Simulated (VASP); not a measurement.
Input of a VASP 6.6.1 run:

The input INCAR:

```
ALGO = Normal
EDIFF = 1E-6
ENCUT = 500
GGA_COMPAT = F
ISIF = 2
ISMEAR = 0
LASPH = T
LCHARG = F
LREAL = F
LWAVE = F
NBANDS = 14
NELM = 120
PREC = Accurate
SIGMA = 0.05
```

KPOINTS

```
k-points
0
Gamma
  8 8 8
```

POSCAR

```
Rh
1.0
    1.5031816336      1.5031816336      1.5031816336
   -1.5031816336      1.5031816336      1.5031816336
   -1.5031816336     -1.5031816336      1.5031816336
Rh
1
Direct
    0.0000000000      0.0000000000      0.0000000000
```

Potentials or basis: VASP PAW LDA potentials, release 64 (Rh_pv).

Run with:

```console
$ cat potpaw_LDA.64/Rh_pv/POTCAR > POTCAR
$ mpirun -np 1 vasp_std > vasp.out
```

Predict the pressure.

0.9 GPa.

Predict the band gap on the k mesh.

zero (an odd number of electrons rules out a gap without spin polarisation).

Caveat: the k points lie up to 0.37 Å⁻¹ apart, too coarse for converged energies and pressures of a metal.
